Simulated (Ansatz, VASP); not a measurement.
# Two plane-wave programs on CdTe

```
CELL_PARAMETERS angstrom
0.00000 2.78616 2.78616
2.78616 0.00000 2.78616
2.78616 2.78616 0.00000
ATOMIC_POSITIONS crystal
Cd 0.00000 0.00000 0.00000
Te 0.50000 0.50000 0.50000
```

Change from the starting cell: volume scaled by 0.75, PAW files.

Alike in both runs: task electric field gradients; functional r2SCAN; k mesh 10 × 10 × 10; occupations fermi-dirac, width 0.05 eV; no spin polarisation.

|  | VASP | Ansatz |
| --- | --- | --- |
| version | VASP 6.6.1 | Ansatz 0.2.0 |
| potentials or method | VASP PAW PBE potentials, release 64 (Cd, Te) | PAW with Ansatz's default frozen-core files, scalar-relativistic |
| plane-wave cutoff (eV) | 520 | 500 |
| valence electrons in the cell | 18 | 36 |

```csv
,VASP,Ansatz,Ansatz less VASP
pressure (GPa),26.9,26.3,-0.69
```

VASP's potentials were made for PBE, not for r2SCAN. The functional is the same, so the differences come from potentials, cutoffs and numerics. VASP's potentials hold 18 valence electrons a cell and Ansatz's 36, so a difference there can come from the potentials and not from the codes.

Neither program's run includes spin-orbit coupling.
